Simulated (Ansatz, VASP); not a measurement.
# Si3Sb2Te in VASP and in Ansatz

Contents of INCAR:

```
PREC = Accurate
ENCUT = 500
EDIFF = 1E-7
ISMEAR = 0
SIGMA = 0.2
LREAL = False
LASPH = True
NELM = 120
ALGO = Normal
ISIF = 3
LWAVE = False
LCHARG = False
GGA = PE
IBRION = 2
NSW = 36
EDIFFG = -0.08
GGA_COMPAT = False
NELMIN = 4
```

File KPOINTS:

```
Automatic mesh
0
Gamma
  4 4 2
```

Contents of POSCAR:

```
Si3Sb2Te
1.0
    4.5420990200      0.0000000000      0.0000000000
   -2.2710495100      3.9335731400      0.0000000000
    0.0000000000      0.0000000000      7.6073846600
Si Sb Te
3 2 1
Direct
    0.0000000000      0.0000000000      0.2195852000
    0.0000000000      0.0000000000      0.7804148000
    0.0000000000      0.0000000000      0.0000000000
    0.3333333300      0.6666666700      0.8474093700
    0.6666666700      0.3333333300      0.1525906300
    0.0000000000      0.0000000000      0.5000000000
```

Input for Ansatz:

```yaml
crystal:
  lattice:
    - [4.54209902, 0.0, 0.0]
    - [-2.27104951, 3.93357314, 0.0]
    - [0.0, 0.0, 7.60738466]
  atoms:
    - { symbol: Si, position: [0.0, 0.0, 0.2195852] }
    - { symbol: Si, position: [0.0, 0.0, 0.7804148] }
    - { symbol: Si, position: [0.0, 0.0, 0.0] }
    - { symbol: Sb, position: [0.33333333, 0.66666667, 0.84740937] }
    - { symbol: Sb, position: [0.66666667, 0.33333333, 0.15259063] }
    - { symbol: Te, position: [0.0, 0.0, 0.5] }
basis:
  ecutwfc: 420
kpoints:
  mp_grid: { grid: [4, 4, 2] }
hamiltonian:
  xc: pbe
scf:
  occupations: { method: gaussian, width: 0.2 }
  lower_state_search: "off"
output:
  forces: true
  stress: true
  eigenvalues: true
relax:
  adjacent_minimum: "off"
  f_tol: 0.08
  max_steps: 16
  cell: { stress_tol: 0.8 }
```

Alike in both runs: task relaxation of cell and atoms; functional PBE; k mesh 4 × 4 × 2; occupations gaussian, width 0.2 eV; no spin polarisation.

|  | VASP | Ansatz |
| --- | --- | --- |
| version | VASP 6.6.1 | Ansatz 0.2.0 |
| potentials or method | VASP PAW PBE potentials, release 64 (Si, Sb, Te), cutoff 500 eV | scalar-relativistic, plane waves, PAW |
| valence electrons in the cell | 28 | 58 |

```tsv
	VASP	Ansatz	Ansatz less VASP
gap on the k mesh at the Fermi level, each at its own relaxed structure (eV)	none	none	-
relaxed volume (Å³/atom)	28.93	28.66	-0.273
relaxed cell length with the largest relative difference (Å)	4.390	4.369	-0.0207
```

A gap of «none» marks a metal or a gap that the smearing closes. VASP's potentials hold 28 valence electrons a cell and Ansatz's 58, so a difference there can come from the potentials and not from the codes.

The k mesh is coarse, so the values compare programs but aren't converged. Neither program's run includes spin-orbit coupling. Noted on VASP's run: the volume moved by over 15 % at a fixed basis, so the end points are rough.
